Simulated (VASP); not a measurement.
# TiAl (P-6m2) in VASP: further runs

TiAl is run at these levels: PBE; tasks: single point.

Everything below comes from runs of VASP 6.6.1. Logs are shortened: lines on timing, memory, paths and dates and some standing lists are left out, and cuts for length are marked.

**1. The cell of the first run**

It takes space group P-6m2 (No. 187, hexagonal). Conventional cell: a = 2.917 Å, b = 2.917 Å, c = 4.927 Å, α = 90.00°, β = 90.00°, γ = 120.00°. Ti (site symmetry -6m2) has 6 Ti at 2.92 Å and 6 Al at 2.98 Å within 3.8 Å. Within 3.8 Å of Al (site symmetry -6m2) lie 6 Al at 2.92 Å and 6 Ti at 2.98 Å.

**2. Single point, PBE**

INCAR reads:

```
ALGO = Normal
EDIFF = 1E-6
ENCUT = 520
GGA = PE
ISIF = 2
ISMEAR = 0
LASPH = T
LCHARG = T
LELF = T
LREAL = F
LVHAR = T
LWAVE = F
NBANDS = 14
NELM = 100
PREC = Accurate
SIGMA = 0.15
```

KPOINTS reads:

```
k-points
0
Gamma
  18 18 10
```

POSCAR reads:

```
TiAl
1.0
    2.9170000000      0.0000000000      0.0000000000
   -1.4585000000      2.5261961028      0.0000000000
    0.0000000000      0.0000000000      4.9273000000
Ti Al
1 1
Direct
    0.0000000000      0.0000000000      0.0000000000
    0.3333333333      0.6666666667      0.5000000000
```

Potentials or basis: VASP PAW PBE potentials, release 64 (Ti_sv, Al).

Started as:

```sh
$ cat potpaw_PBE.64/Ti_sv/POTCAR potpaw_PBE.64/Al/POTCAR > POTCAR
$ mpirun -np 1 vasp_std > vasp.out
```

OUTCAR:

```text
EDIFF = 1E-6
   ENCUT = 520
   GGA = PE
   ISIF = 2
   ISMEAR = 0
   LASPH = T
   LREAL = F
   NELM = 100
   PREC = Accurate

 ion  position               nearest neighbor table
   1  0.000  0.000  0.000-   2 2.98   2 2.98   2 2.98   2 2.98   2 2.98   2 2.98
   2  0.333  0.667  0.500-   1 2.98   1 2.98   1 2.98   1 2.98   1 2.98   1 2.98

  LATTYP: Found a hexagonal cell.
 ALAT       =     2.9170000000
 C/A-ratio  =     1.6891669523

  Lattice vectors:

 A1 = (   2.9170000000,   0.0000000000,   0.0000000000)
 A2 = (  -1.4585000000,   2.5261961028,   0.0000000000)
 A3 = (   0.0000000000,   0.0000000000,   4.9273000000)

Analysis of symmetry for initial positions (statically):
=====================================================================
 Subroutine PRICEL returns:
 Original cell was already a primitive cell.

 Routine SETGRP: Setting up the symmetry group for a
 hexagonal supercell.

 Subroutine GETGRP returns: Found 12 space group operations
 (whereof 12 operations were pure point group operations)
 out of a pool of 24 trial point group operations.

The static configuration has the point symmetry D_3h.

Analysis of symmetry for dynamics (positions and initial velocities):
=====================================================================
 Subroutine PRICEL returns:
 Original cell was already a primitive cell.

 Routine SETGRP: Setting up the symmetry group for a
 hexagonal supercell.

 Subroutine GETGRP returns: Found 12 space group operations
 (whereof 12 operations were pure point group operations)
 out of a pool of 24 trial point group operations.

The dynamic configuration has the point symmetry D_3h.

 Subroutine INISYM returns: Found 12 space group operations
 (whereof 12 operations are pure point group operations),
 and found     1 'primitive' translations

----------------------------------------------------------------------------------------

                                     Primitive cell

  volume of cell :      36.3089

  direct lattice vectors                    reciprocal lattice vectors
     2.917000000  0.000000000  0.000000000     0.342817964  0.197926044  0.000000000
    -1.458500000  2.526196103  0.000000000     0.000000000  0.395852087  0.000000000
     0.000000000  0.000000000  4.927300000     0.000000000  0.000000000  0.202950906

  length of vectors
     2.917000000  2.917000000  4.927300000     0.395852087  0.395852087  0.202950906

  position of ions in fractional coordinates (direct lattice)
     0.000000000  0.000000000  0.000000000
     0.333333333  0.666666667  0.500000000

  ion indices of the primitive-cell ions
   primitive index   ion index
                 1           1
                 2           2

----------------------------------------------------------------------------------------

 KPOINTS: k-points

Automatic generation of k-mesh.
 Grid dimensions read from file:
 generate k-points for:   18   18   10

 Generating k-lattice:

  Cartesian coordinates                     Fractional coordinates (reciprocal lattice)
     0.019045442  0.010995891  0.000000000     0.055555556  0.000000000  0.000000000
     0.000000000  0.021991783  0.000000000     0.000000000  0.055555556  0.000000000
     0.000000000  0.000000000  0.020295091     0.000000000  0.000000000  0.100000000

  Length of vectors
     0.021991783  0.021991783  0.020295091

  Shift w.r.t. Gamma in fractional coordinates (k-lattice)
     0.000000000  0.000000000  0.000000000

 Subroutine IBZKPT returns following result:
 ===========================================

 Found    222 irreducible k-points:

 Following reciprocal coordinates:
            Coordinates               Weight
  0.000000  0.000000  0.000000      1.000000
  0.055556  0.000000  0.000000      6.000000
  0.111111  0.000000  0.000000      6.000000
  0.166667 -0.000000  0.000000      6.000000
  0.222222 -0.000000  0.000000      6.000000
  0.277778  0.000000  0.000000      6.000000
[... 16 lines left out ...]
  0.333333  0.111111  0.000000     12.000000
  0.388889  0.111111  0.000000     12.000000
 [... further k-points ...]
   k-points           NKPTS =    222   k-points in BZ     NKDIM =    222   number of bands    NBANDS=     14
   number of dos      NEDOS =    301   number of ions     NIONS =      2
   total plane-waves  NPLWV =  23040
   dimension x,y,z NGX =    24 NGY =   24 NGZ =   40
   dimension x,y,z NGXF=    48 NGYF=   48 NGZF=   80
   ions per type =               1   1
   NGX,Y,Z   is equivalent  to a cutoff of  13.68, 13.68, 13.50 a.u.
   NGXF,Y,Z  is equivalent  to a cutoff of  27.36, 27.36, 26.99 a.u.
 SYSTEM =  unknown system
   PREC   = accura    normal or accurate (medium, high low for compatibility)
   ISTART =      0    job   : 0-new  1-cont  2-samecut
   ICHARG =      2    charge: 1-file 2-atom 10-const
   ISPIN  =      1    spin polarized calculation?
   LNONCOLLINEAR =      F non collinear calculations
   LSORBIT =      F    spin-orbit coupling
[... 28 lines left out ...]
   GGA     = PE    functional components
   LHFCALC =     F    Hartree Fock is set to
   AEXX    =    0.0000 exact exchange contribution
   IVDW    =     0    specifies the selected vdW correction
   LEPSILON=     F    determine dielectric tensor
   LRPA    =     F    only Hartree local field effects (RPA)
 non-spin polarized calculation
 Gauss-broadening in eV      SIGMA  =   0.15
  energy-cutoff  :      520.00
  volume of cell :       36.31
 maximum number of plane-waves:      1003
 NGX is ok and might be reduce to    24
   NGX = 11   NGY = 11   NGZ = 19

 number of electron      14.9999996 magnetization

 Free energy of the ion-electron system (eV)
  ---------------------------------------------------
  ext. energy  EPLUGINS =         0.00000000
  ---------------------------------------------------
  free energy    TOTEN  =       -11.99911471 eV

  energy without entropy =      -11.97167781  energy(sigma->0) =      -11.98539626

 E-fermi :   7.0478     XC(G=0): -10.5711

 val. band max:        7.0419828687   @ k =   0.3333   0.3333   0.4000
 cond. band min:       7.0477900253   @ k =   0.3889   0.1111   0.4000
 fundamental gap:      0.0058071566
 Fermi energy:         7.0477897450

 k-point     1 :       0.0000    0.0000    0.0000
  band No.  band energies     occupation
      1     -49.6734      2.00000
      2     -25.9825      2.00000
      3     -25.6103      2.00000
      4     -25.6103      2.00000
      5      -1.5511      2.00000
      6       4.6788      2.00000
      7       5.0194      2.00000
      8       8.2300      0.00000
      9       8.2300      0.00000
     10       9.6155      0.00000
     11       9.6155      0.00000
     12      10.1538      0.00000
     13      19.5601      0.00000
     14      19.5601      0.00000

 k-point     2 :       0.0556    0.0000    0.0000
  band No.  band energies     occupation
      1     -49.6711      2.00000
      2     -25.9802      2.00000
      3     -25.6252      2.00000
      4     -25.6137      2.00000
      5      -1.4773      2.00000
      6       4.7617      2.00000
      7       5.0398      2.00000
      8       8.1637      0.00000
      9       8.2881      0.00000
     10       9.5968      0.00000
     11       9.6214      0.00000
     12      10.1728      0.00000
     13      18.2085      0.00000
     14      18.7467      0.00000

 k-point     3 :       0.1111    0.0000    0.0000
  band No.  band energies     occupation
      1     -49.6645      2.00000
      2     -25.9737      2.00000
      3     -25.6680      2.00000
      4     -25.6235      2.00000
      5      -1.2570      2.00000
      6       5.0010      2.00000
      7       5.0986      2.00000
      8       7.9819      0.00000
      9       8.4588      0.00000
     10       9.5432      0.00000
     11       9.6437      0.00000
     12      10.2271      0.00000
     13      16.3861      0.00000
     14      17.8349      0.00000
[... 324 lines left out ...]
 k-point    23 :       0.3333    0.1111    0.0000
  band No.  band energies     occupation
      1     -49.6034      2.00000
      2     -26.0257      2.00000
      3     -25.9131      2.00000
      4     -25.7417      2.00000
      5       2.0859      2.00000
      6       5.7120      2.00000
      7       5.9720      2.00000
      8       6.6452      1.99985
      9       8.6767      0.00000
     10       9.5633      0.00000
     11      10.6127      0.00000
     12      10.8974      0.00000
     13      11.7556      0.00000
     14      12.9139      0.00000

 k-point    24 :       0.3889    0.1111    0.0000
  band No.  band energies     occupation
      1     -49.5971      2.00000
      2     -26.0609      2.00000
      3     -25.9069      2.00000
      4     -25.7541      2.00000
      5       3.0412      2.00000
      6       5.2269      2.00000
      7       5.7882      2.00000
      8       6.3374      2.00000
      9       8.5660      0.00000
     10       9.7783      0.00000
     11      10.5623      0.00000
     12      11.2463      0.00000
     13      12.1438      0.00000
     14      12.9056      0.00000

 [... further k-points ...]

------------------------ aborting loop because EDIFF is reached ----------------------------------------

  FORCE on cell =-STRESS in cart. coord.  units (eV):
  Direction    XX          YY          ZZ          XY          YZ          ZX
  --------------------------------------------------------------------------------------
  -------------------------------------------------------------------------------------
  Total       -1.2504384     -1.2504384     -2.7360382      0.0000000      0.0000000      0.0000000
  in kB      -55.1772929    -55.1772929   -120.7314016      0.0000000      0.0000000      0.0000000
  external PRESSURE =     -77.0286625 kB  Pullay stress =       0.0000000 kB

 VOLUME and BASIS-vectors are now :
 -----------------------------------------------------------------------------
  energy-cutoff  :      520.00
  volume of cell :       36.31
      direct lattice vectors                 reciprocal lattice vectors
     2.917000000  0.000000000  0.000000000     0.342817964  0.197926044  0.000000000
    -1.458500000  2.526196103  0.000000000     0.000000000  0.395852087  0.000000000
     0.000000000  0.000000000  4.927300000     0.000000000  0.000000000  0.202950906

 POSITION                                       TOTAL-FORCE (eV/Angst)
 -----------------------------------------------------------------------------------
      0.00000      0.00000      0.00000        -0.000000     -0.000000      0.000000
     -0.00000      1.68413      2.46365         0.000000      0.000000      0.000000
 -----------------------------------------------------------------------------------
    total drift:                                0.000000     -0.000000      0.000000

  FREE ENERGIE OF THE ION-ELECTRON SYSTEM (eV)
  ---------------------------------------------------
  free  energy   TOTEN  =       -11.9991147109 eV

  energy  without entropy=      -11.9716778132  energy(sigma->0) =      -11.98539626
```

It took 2.2 min on 1 thread of Intel Xeon 8259CL, shared host; peak memory 0.25 GiB.

What came out:

```
Free energy            : -11.9991 eV
Pressure               : -7.7 GPa
Band gap on the k mesh : zero (an odd number of electrons rules out a gap without spin polarisation)
```

Levels at points of the mesh, in eV from the Fermi level:
```
           k point  band 5  band 6  band 7  band 8  band 9  band 10
(0.00, 0.00, 0.00)   -8.60   -2.37   -2.03    1.18    1.18     2.57
(0.50, 0.00, 0.00)   -3.45   -2.73   -1.37   -0.94    1.98     3.51
(0.00, 0.00, 0.50)   -7.87   -5.13   -0.56    1.19    1.19     2.52
(0.50, 0.00, 0.50)   -3.39   -2.37   -1.70    0.45    0.86     1.84
```

Caveat: the stress differs along the axes, from -12 to -6 GPa.

**3. Single point, PBE**

This run uses another cell than the first one, of 16.28 Å³/atom.

INCAR reads:

```
SYSTEM = TiAl
  PREC = Accurate
  ENCUT = 520
  EDIFF = 1E-6
  ISMEAR = 0
  SIGMA = 0.15
  LREAL = .False.
  LASPH = .True.
  NELM = 80
  ALGO = Fast
  ISIF = 2
  LWAVE = .False.
  LCHARG = .False.
  GGA = PE
  NBANDS = 14
```

KPOINTS reads:

```
regular mesh
0
Gamma
  18 18 10
  0 0 0
```

POSCAR reads:

```
TiAl
1.0
    2.7369000000      0.0000000000      0.0000000000
   -1.3684500000      2.3702249276      0.0000000000
    0.0000000000      0.0000000000      5.0203000000
Ti Al
1 1
Direct
    0.0000000000      0.0000000000      0.0000000000
    0.3333333333      0.6666666667      0.5000000000
```

Potentials or basis: VASP PAW PBE potentials, release 64 (Ti_sv, Al).

Started as:

```sh
$ cat potpaw_PBE.64/Ti_sv/POTCAR potpaw_PBE.64/Al/POTCAR > POTCAR
$ mpirun -np 1 vasp_std > vasp.out
```

Run time: 4.2 min. Hardware: 1 thread of AMD EPYC 7R13, shared host; peak memory 0.2 GiB.

Results (log left out):

```yaml
Free_energy: -11.9098 eV
Pressure: 2.9 GPa
Band_gap_on_the_k_mesh: zero (an odd number of electrons rules out a gap without spin polarisation)
```

Stress tensor (GPa, compression positive):
```
 10.34   0.00   0.00
  0.00  10.34   0.00
  0.00   0.00 -12.12
```

Levels at points of the mesh, in eV from the Fermi level:
```
           k point  band 5  band 6  band 7  band 8  band 9  band 10
(0.00, 0.00, 0.00)   -9.40   -2.91   -2.79    1.27    1.27     2.54
(0.50, 0.00, 0.00)   -3.69   -2.65   -1.76   -1.39    2.35     3.67
(0.00, 0.00, 0.50)   -8.77   -5.62   -1.18    1.27    1.27     3.06
(0.50, 0.00, 0.50)   -3.62   -2.64   -2.07    0.67    0.88     2.00
```

Caveat: the stress differs along the axes, from -12 to 10 GPa.

**4. Single point, PBE**

This run uses another cell than the first one, of 16.37 Å³/atom.

INCAR reads:

```
SYSTEM = TiAl
PREC = Accurate
ENCUT = 520
EDIFF = 1E-7
ISMEAR = 0
SIGMA = 0.15
LREAL = .False.
LASPH = .True.
NELM = 80
ALGO = Normal
ISIF = 2
LWAVE = .False.
LCHARG = .True.
GGA = PE
LELF = .True.
LVHAR = .True.
NBANDS = 14
```

KPOINTS reads:

```
Automatic mesh
0
Gamma
  18 18 10
  0 0 0
```

POSCAR reads:

```
TiAl
1.0
    2.8809683428      0.0000000000      0.0000000000
   -1.4404841714      2.4949917724      0.0000000000
    0.0000000000      0.0000000000      4.5554000000
Ti Al
1 1
Direct
    0.0000000000      0.0000000000      0.0000000000
    0.3333333333      0.6666666667      0.5000000000
```

Started as:

```sh
$ cat potpaw_PBE.64/Ti_sv/POTCAR potpaw_PBE.64/Al/POTCAR > POTCAR
$ mpirun -np 1 vasp_std > vasp.out
```

Run time: 2.9 min. Hardware: 1 thread of AMD EPYC 7R13, shared host; peak memory 0.21 GiB.

Results (log left out):

* Free energy: -12.0887 eV
* Pressure: 2.5 GPa
* Band gap on the k mesh: zero (an odd number of electrons rules out a gap without spin polarisation)

Stress tensor (GPa, compression positive):
```
1.45 0.00 0.00
0.00 1.45 0.00
0.00 0.00 4.62
```

Levels at points of the mesh, in eV from the Fermi level:
```
           k point  band 4  band 5  band 6  band 7  band 8  band 9  band 10  band 11  band 12  band 13
(0.00, 0.00, 0.00)  -32.42   -8.95   -2.19   -1.58    1.27    1.27     2.73     2.73     4.35    12.71
(0.50, 0.00, 0.00)  -32.54   -3.78   -2.89   -1.52   -0.95    2.06     3.91     4.19     4.35     5.61
(0.00, 0.00, 0.50)  -32.42   -7.95   -5.25   -0.27    1.29    1.29     2.63     2.63     7.35    11.70
(0.50, 0.00, 0.50)  -32.54   -3.73   -2.38   -1.83    0.51    1.01     1.82     3.23     3.92     6.56
```

**5. Single point, PBE**

This run uses another cell than the first one, of 16.43 Å³/atom.

INCAR, as its differences from that of step 4:

```diff
@@ -3,3 +3,3 @@
 ENCUT = 520
-EDIFF = 1E-7
+EDIFF = 1E-6
 ISMEAR = 0
@@ -8,3 +8,3 @@
 LASPH = .True.
-NELM = 80
+NELM = 60
 ALGO = Normal
```

KPOINTS is that of step 4.

POSCAR reads:

```
TiAl
1.0
    2.7369000000      0.0000000000      0.0000000000
   -1.3684500000      2.3702249276      0.0000000000
    0.0000000000      0.0000000000      5.0668000000
Ti Al
1 1
Direct
    0.0000000000      0.0000000000      0.0000000000
    0.3333333333      0.6666666667      0.5000000000
```

Started as:

```sh
$ cat potpaw_PBE.64/Ti_sv/POTCAR potpaw_PBE.64/Al/POTCAR > POTCAR
$ mpirun -np 1 vasp_std > vasp.out
```

Wall time 2.1 min (1 thread of AMD EPYC 7R13, shared host); peak memory 0.2 GiB.

Results (log left out):

- Free energy: -11.8854 eV
- Pressure: 2.0 GPa
- Band gap on the k mesh: zero (an odd number of electrons rules out a gap without spin polarisation)

Stress tensor (GPa, compression positive):
```
  9.94   0.00   0.00
  0.00   9.94   0.00
  0.00   0.00 -13.83
```

Levels at points of the mesh, in eV from the Fermi level:
| k point | band 5 | band 6 | band 7 | band 8 | band 9 | band 10 |
| --- | --- | --- | --- | --- | --- | --- |
| (0.00, 0.00, 0.00) | -9.38 | -2.95 | -2.84 | 1.25 | 1.25 | 2.40 |
| (0.50, 0.00, 0.00) | -3.66 | -2.63 | -1.75 | -1.40 | 2.34 | 3.58 |
| (0.00, 0.00, 0.50) | -8.78 | -5.62 | -1.22 | 1.26 | 1.26 | 3.05 |
| (0.50, 0.00, 0.50) | -3.59 | -2.64 | -2.07 | 0.66 | 0.88 | 1.90 |

Caveat: the stress differs along the axes, from -14 to 10 GPa.

**6. Single point, PBE**

This run uses another cell than the first one, of 16.41 Å³/atom.

INCAR reads:

```
SYSTEM = TiAl
ALGO     = Normal         ! electronic algorithm
EDIFF    = 1E-7           ! SCF threshold, eV
ENCUT    = 520            ! plane-wave cutoff, eV
GGA      = PE             ! functional
ISIF     = 2              ! what is computed and relaxed
ISMEAR   = 0              ! smearing method
LASPH    = .True.         ! aspherical terms in the spheres
LCHARG   = .False.        ! write CHGCAR
LREAL    = .False.        ! projectors in reciprocal space
LWAVE    = .False.        ! write WAVECAR
NBANDS   = 14             ! bands
NELM     = 60             ! most SCF steps
PREC     = Accurate       ! precision mode
SIGMA    = 0.15           ! smearing width, eV
```

KPOINTS reads:

```
k-points
0
Gamma
  18 18 10
  0 0 0
```

POSCAR reads:

```
TiAl
1.0
    2.7729000000      0.0000000000      0.0000000000
   -1.3864500000      2.4014018422      0.0000000000
    0.0000000000      0.0000000000      4.9273000000
Ti Al
1 1
Direct
    0.0000000000      0.0000000000      0.0000000000
    0.3333333333      0.6666666667      0.5000000000
```

Potentials or basis: VASP PAW PBE potentials, release 64 (Ti_sv, Al).

Started as:

```sh
$ cat potpaw_PBE.64/Ti_sv/POTCAR potpaw_PBE.64/Al/POTCAR > POTCAR
$ mpirun -np 1 vasp_std > vasp.out
```

Wall time 2.7 min (1 thread of AMD EPYC 7R13, shared host); peak memory 0.21 GiB.

Results (log left out):

| Item | Value |
| --- | --- |
| Free energy | -11.9962 eV |
| Pressure | 1.6 GPa |
| Band gap on the k mesh | zero (an odd number of electrons rules out a gap without spin polarisation) |

Stress tensor (GPa, compression positive):
```
 6.97  0.00  0.00
 0.00  6.97  0.00
 0.00  0.00 -9.05
```

Levels at points of the mesh, in eV from the Fermi level:
| k point | band 4 | band 5 | band 6 | band 7 | band 8 | band 9 | band 10 | band 11 |
| --- | --- | --- | --- | --- | --- | --- | --- | --- |
| (0.00, 0.00, 0.00) | -32.33 | -9.25 | -2.73 | -2.54 | 1.29 | 1.29 | 2.91 | 3.01 |
| (0.50, 0.00, 0.00) | -32.50 | -3.68 | -2.69 | -1.68 | -1.25 | 2.30 | 3.78 | 3.78 |
| (0.00, 0.00, 0.50) | -32.33 | -8.56 | -5.52 | -0.96 | 1.29 | 1.29 | 2.97 | 2.97 |
| (0.50, 0.00, 0.50) | -32.50 | -3.61 | -2.57 | -1.98 | 0.66 | 0.86 | 2.19 | 2.26 |

Caveat: the stress differs along the axes, from -9 to 7 GPa.

**7. The runs side by side**

| cell | gap on the mesh (eV) | pressure (GPa) |
| --- | --- | --- |
| a = 2.917, b = 2.917, c = 4.927 Å, angles 90.0, 90.0, 120.0°, 2 atoms | none | -7.7 |
| a = 2.737, b = 2.737, c = 5.020 Å, angles 90.0, 90.0, 120.0°, 2 atoms | none | 2.9 |
| a = 2.881, b = 2.881, c = 4.555 Å, angles 90.0, 90.0, 120.0°, 2 atoms | none | 2.5 |
| a = 2.737, b = 2.737, c = 5.067 Å, angles 90.0, 90.0, 120.0°, 2 atoms | none | 2.0 |
| a = 2.773, b = 2.773, c = 4.927 Å, angles 90.0, 90.0, 120.0°, 2 atoms | none | 1.6 |

Alike in all rows: task single point; level PBE; potentials or basis VASP PAW PBE potentials, release 64 (Ti_sv, Al); no spin polarisation; k mesh 18 × 18 × 10; cutoff (eV) 520; smearing gaussian 0.15 eV.

Caveats: the stress differs along the axes, from -12 to -6 GPa (at least some runs); the stress differs along the axes, from -12 to 10 GPa (at least some runs); the stress differs along the axes, from -14 to 10 GPa (at least some runs); the stress differs along the axes, from -9 to 7 GPa (at least some runs).

Absolute energies hang on the potentials; compare differences alone.

The gap in the log of VASP goes by the Fermi energy; the results here count the filled bands.